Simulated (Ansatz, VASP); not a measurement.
# One calculation of NiO2, two programs

```xyz
6
Lattice="2.7833 0.0000 0.0000 -1.3917 2.3863 0.0000 0.0000 0.0000 10.8430" Properties=species:S:1:pos:R:3 pbc="T T T"
Ni    0.0000    0.0000    0.0000
Ni    0.0000    0.0000    5.4215
O     1.3917    0.7954    0.9335
O     1.3917    0.7954    4.4880
O     0.0000    1.5909    9.9095
O     0.0000    1.5909    6.3550
```

Change from the starting cell: strain -0.0100 x Voigt [0, 1, 0, 0, 0, 0], atoms carried along.

Alike in both runs: task single point; functional PBEsol; k mesh 12 × 12 × 4; occupations gaussian, width 0.05 eV; no spin polarisation.

```csv
,VASP,Ansatz
version,VASP 6.6.1,Ansatz 0.2.0
potentials or method,"VASP PAW PBE potentials, release 64 (Ni_sv_GW, O), cutoff 700 eV","scalar-relativistic, plane waves, PAW"
valence electrons in the cell,60,60
```

VASP gave:

| Property | Result |
| --- | --- |
| gap on the k mesh at the Fermi level (eV) | 1.16 |
| least direct gap on the mesh (eV) | 1.41 |
| pressure (GPa) | 2.1 |
| traceless stress, the component that is largest in VASP (GPa) | 1.97 |
| rms of the force components (eV/Å) | 0.086 |

Problem. Which values does Ansatz return?

Solution. gap on the k mesh at the Fermi level (eV): 1.17; least direct gap on the mesh (eV): 1.42; pressure (GPa): 2.1; traceless stress, the component that is largest in VASP (GPa): 1.75; rms of the force components (eV/Å): 0.066.

VASP's potentials were made for PBE, not for PBEsol. Atom by atom the forces differ by 0.021 eV/Å (rms over components). The functional is the same, so the differences come from potentials, cutoffs and numerics.
